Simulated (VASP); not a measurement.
# Pd: single point with PBEsol

Pd:

```
CELL_PARAMETERS angstrom
0.00000 1.84766 1.94490
1.84766 0.00000 1.94490
1.84766 1.84766 0.00000
ATOMIC_POSITIONS crystal
Pd 0.00000 0.00000 0.00000
```

This cell differs from its parent crystal: strain -0.050 along x and y, +0.000 along z.

| Property | Result |
| --- | --- |
| Program | VASP 6.6.1 |
| Task | single point |
| Functional | PBEsol |
| Potentials or basis | VASP PAW PBE potentials, release 64 (Pd) |
| Cutoff | 520 eV |
| k mesh | 20 × 20 × 20 |
| Occupations | gaussian, width 0.15 eV |
| Spin | no spin polarisation |
| Dipole correction | no |
| Further INCAR settings | ALGO = Fast; EDIFF = 1e-06; NBANDS = 11 |

```json
{
  "Pressure": "23.7 GPa",
  "Band gap on the k mesh": "zero (band 5 reaches 12.10 eV, above the bottom of band 6 at 9.99 eV)"
}
```

Stress tensor (GPa, compression positive):
```
25.58  0.00  0.00
 0.00 25.58  0.00
 0.00  0.00 20.02
```

Levels at points of the mesh, in eV from the Fermi level:
| k point | band 2 | band 3 | band 4 | band 5 | band 6 | band 7 | band 8 | band 9 |
| --- | --- | --- | --- | --- | --- | --- | --- | --- |
| (0.00, 0.00, 0.00) | -3.75 | -3.17 | -3.17 | -1.77 | -1.14 | 17.17 | 21.55 | 23.00 |
| (0.50, 0.00, 0.00) | -3.70 | -3.17 | -0.12 | 0.11 | 0.70 | 8.19 | 16.43 | 21.62 |
| (0.50, 0.50, 0.00) | -6.06 | 0.00 | 0.35 | 0.35 | 2.55 | 10.91 | 14.37 | 14.37 |
| (0.50, 0.00, 0.50) | -6.04 | -0.06 | 0.15 | 0.59 | 3.63 | 12.37 | 13.17 | 13.60 |

Wall time 38 s on 1 thread of Intel(R) Xeon(R) Platinum 8488C (Sapphire Rapids), on a shared host, peak memory 0.2 GiB.

Caveat: the cell differs from its parent crystal (strain -0.050 along x and y, +0.000 along z); the PAW data sets were made with another functional, which shifts forces and pressure a little.
